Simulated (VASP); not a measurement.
Set up this calculation in VASP 6.6.1, as the native input.

```yaml
Task: single point
Functional: PBE
Potentials_or_basis: VASP PAW PBE potentials, release 64 (Zr_sv, Se, S)
Cutoff: 520 eV
k_mesh: 6 × 6 × 12
Occupations: gaussian, width 0.1 eV
Spin: no spin polarisation
Dipole_correction: no
Further_INCAR_settings: ALGO = Normal; EDIFF = 1e-07; NBANDS = 36
```

The structure of Zr3SeS2 lies in POSCAR:

```
Zr3SeS2
1.0
    8.2907503665      0.0000000000      0.0000000000
   -4.1453751832      7.1800004339      0.0000000000
    0.0000000000      0.0000000000      3.0954692047
Zr Se S
3 1 2
Direct
    0.5000000000      0.0000000000      0.5000000000
    0.0000000000      0.5000000000      0.5000000000
    0.5000000000      0.5000000000      0.5000000000
    0.0000000000      0.0000000000      0.5000000000
    0.3333333333      0.6666666667      0.5000000000
    0.6666666667      0.3333333333      0.5000000000
```

The cell was built from a structure type or drawn by symmetry, and may not be a known phase.

The input as run:

INCAR

```
PREC = Accurate
ENCUT = 520
EDIFF = 1E-7
ISMEAR = 0
SIGMA = 0.1
LREAL = False
LASPH = True
NELM = 100
ALGO = Normal
ISIF = 2
LWAVE = False
LCHARG = False
GGA = PE
NBANDS = 36
```

KPOINTS

```
Automatic mesh
0
Gamma
  6 6 12
```

Potentials or basis: VASP PAW PBE potentials, release 64 (Zr_sv, Se, S).

Launch:

```console
$ cat potpaw_PBE.64/Zr_sv/POTCAR potpaw_PBE.64/Se/POTCAR potpaw_PBE.64/S/POTCAR > POTCAR
$ mpirun -np 1 vasp_std > vasp.out
```

It gave:

```json
{
  "Pressure": "0.0 GPa",
  "Band gap on the k mesh": "zero (bands 27 and 28 overlap by 0.80 eV)"
}
```

Run time: 8.1 min on 1 thread of AMD EPYC 7R43 64-Core Processor (Zen 3), on a shared host, peak memory 0.44 GiB.
